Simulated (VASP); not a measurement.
A run of VASP 6.6.1:

Contents of INCAR:

```
SYSTEM = Ti3H2
PREC     = Accurate       ! precision mode
ENCUT    = 520            ! plane-wave cutoff, eV
EDIFF    = 1E-6           ! SCF threshold, eV
ISMEAR   = 0              ! smearing method
SIGMA    = 0.1            ! smearing width, eV
LREAL    = .FALSE.        ! projectors in reciprocal space
LASPH    = .TRUE.         ! aspherical terms in the spheres
NELM     = 80             ! most SCF steps
ALGO     = Normal         ! electronic algorithm
ISIF     = 2              ! what is computed and relaxed
LWAVE    = .FALSE.        ! write WAVECAR
LCHARG   = .FALSE.        ! write CHGCAR
GGA      = PE             ! functional
NBANDS   = 27             ! bands
```

The input KPOINTS:

```
Automatic mesh
0
G
  12 12 12
  0 0 0
```

The input POSCAR:

```
Ti3H2
1.0
    1.4723049189      0.8500356412      7.2673935075
   -1.4723049189      0.8500356412      7.2673935075
    0.0000000000     -1.7000712825      7.2673935075
Ti H
3 2
Direct
    0.7803368491      0.7803368491      0.7803368491
    0.2196631509      0.2196631509      0.2196631509
    0.0000000000      0.0000000000      0.0000000000
    0.3881387913      0.3881387913      0.3881387913
    0.6118612087      0.6118612087      0.6118612087
```

Potentials or basis: VASP PAW PBE potentials, release 64 (Ti_sv, H).

Command:

```console
$ cat potpaw_PBE.64/Ti_sv/POTCAR potpaw_PBE.64/H/POTCAR > POTCAR
$ mpirun -np 1 vasp_std > vasp.out
```

Hardware: 1 thread of Intel(R) Xeon(R) 6975P-C (Granite Rapids) (shared host).

Task: Estimate the wall time of this run.

Result: Run time: 15 min on 1 thread of Intel(R) Xeon(R) 6975P-C (Granite Rapids), on a shared host, peak memory 0.54 GiB. Counts: scf iterations 15, k points 189.
